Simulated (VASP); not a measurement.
# Ge: single point with r2SCAN

The system is Ge.

```xyz
2
Lattice="2.8658 2.8658 0.0000 -2.8658 2.8658 0.0000 0.0000 2.8658 2.8658" Properties=species:S:1:pos:R:3 pbc="T T T"
Ge    0.0000    2.8658    0.0000
Ge    1.4329    4.2987    1.4329
```

```json
{
 "Program": "VASP 6.6.1",
 "Task": "single point",
 "Functional": "r2SCAN",
 "Potentials or basis": "VASP PAW PBE potentials, release 64 (Ge_d)",
 "Cutoff": "520 eV",
 "k mesh": "12 × 12 × 12",
 "Occupations": "gaussian, width 0.01 eV",
 "Spin": "no spin polarisation"
}
```

```
Pressure               : -1.9 GPa
Band gap on the k mesh : 0.03 eV
```

Levels at points of the mesh, in eV from the valence-band top:
```csv
k point,band 10,band 11,band 12,band 13,band 14,band 15,band 16,band 17,band 18,band 19
"(0.00, 0.00, 0.00)",-25.19,-13.00,0.00,0.00,0.00,0.03,2.70,2.70,2.70,6.95
"(0.50, 0.00, 0.00)",-25.17,-10.91,-7.69,-1.42,-1.42,0.32,3.98,3.98,7.62,10.94
"(0.50, 0.50, 0.00)",-25.16,-9.07,-9.07,-3.09,-3.09,1.02,1.02,9.77,9.77,11.94
```

Wall time 5.5 min on 1 thread of Intel Xeon 8259CL (shared host), peak memory 0.2 GiB.

Caveat: semilocal functionals underestimate gaps, and a narrow one can read as zero; the PAW data sets were made with another functional, which shifts forces and pressure a little. A k mesh can miss the band edges.
